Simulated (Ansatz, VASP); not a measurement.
# Two plane-wave programs on Na

Contents of POSCAR:

```
Na
1.0
    3.7160883536      0.0000000000      0.0000000000
   -1.8580441768      3.2182269170      0.0000000000
    0.0000000000      0.0000000000      6.0708276422
Na
2
Direct
    0.6666666667      0.3333333333      0.7500000000
    0.3333333333      0.6666666667      0.2500000000
```

Contents of INCAR.step1:

```
PREC = Accurate ; ENCUT = 520
ISMEAR = -1 ; SIGMA = 0.05
LREAL = F ; LASPH = T
NELM = 60 ; NBANDS = 14
GGA = PE ; ALGO = Normal
EDIFF = 1E-4 ; LWAVE = T
LCHARG = F
```

The input INCAR.step2:

```
PREC = Accurate ; ENCUT = 520
EDIFF = 1E-6 ; ISMEAR = -1
SIGMA = 0.05 ; LREAL = F
LASPH = T ; NELM = 60
ALGO = Normal ; ISIF = 2
LWAVE = F ; LCHARG = T
METAGGA = R2SCAN ; LMIXTAU = T
LELF = T ; LVHAR = T
NBANDS = 14 ; ISTART = 1
```

KPOINTS

```
Automatic mesh
0
Gamma
  8 8 5
```

The input input.yaml:

```yaml
crystal:
  lattice:
    - [3.7160883536, 0.0, 0.0]
    - [-1.8580441768, 3.218226917, 0.0]
    - [0.0, 0.0, 6.0708276422]
  atoms:
    - { symbol: Na, position: [0.6666666667, 0.3333333333, 0.75] }
    - { symbol: Na, position: [0.3333333333, 0.6666666667, 0.25] }
hamiltonian:
  xc: r2scan
  pseudopotentials: { kind: paw }
kpoints:
  mp_grid: { grid: [8, 8, 5] }
scf:
  occupations: { method: fermi_dirac, width: 0.05 }
output:
  forces: true
  stress: true
  eigenvalues: true
```

Alike in both runs: task single point; functional r2SCAN; k mesh 8 × 8 × 5; occupations fermi-dirac, width 0.05 eV; no spin polarisation.

|  | VASP | Ansatz |
| --- | --- | --- |
| version | VASP 6.6.1 | Ansatz 0.2.0 |
| potentials or method | VASP PAW PBE potentials, release 64 (Na_pv) | Ansatz PAW |
| plane-wave cutoff (eV) | 520 | 500 |
| valence electrons in the cell | 14 | 18 |

|  | VASP | Ansatz | Ansatz less VASP |
| --- | --- | --- | --- |
| gap on the k mesh at the Fermi level (eV) | none | none | - |
| pressure (GPa) | 0.3 | 0.3 | +0.03 |
| traceless stress, the component that is largest in VASP (GPa) | -0.21 | -0.18 | +0.030 |

VASP's potentials were made for PBE, not for r2SCAN. A gap of «none» marks a metal or a gap that the smearing closes. VASP's potentials hold 14 valence electrons a cell and Ansatz's 18, so a difference there can come from the potentials and not from the codes.
